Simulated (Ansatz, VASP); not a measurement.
# Two plane-wave programs on Ru

```
Ru
1.0
     0.00000    1.90310    1.90310
     1.90310    0.00000    1.90310
     1.90310    1.90310    0.00000
Ru
1
Direct
  0.00000 0.00000 0.00000
```

Alike in both runs: functional PBE; k mesh 8 × 8 × 8; occupations gaussian, width 0.1 eV; no spin polarisation.

Ansatz relaxed the structure, and its values are those at the end. VASP's run is a single point on that final structure, the one shown.

|  | VASP | Ansatz |
| --- | --- | --- |
| version | VASP 6.6.1 | Ansatz 0.2.0 |
| potentials or method | VASP PAW PBE potentials, release 64 (Ru_pv), cutoff 500 eV | scalar-relativistic, plane waves, PAW |
| valence electrons in the cell | 14 | 16 |

|  | VASP | Ansatz | Ansatz less VASP |
| --- | --- | --- | --- |
| gap on the k mesh at the Fermi level (eV) | none | none | - |
| pressure (GPa) | 0.1 | 0.2 | +0.07 |

A gap of «none» marks a metal or a gap that the smearing closes. The functional is the same, so the differences come from potentials, cutoffs and numerics. VASP's potentials hold 14 valence electrons a cell and Ansatz's 16, so a difference there can come from the potentials and not from the codes.
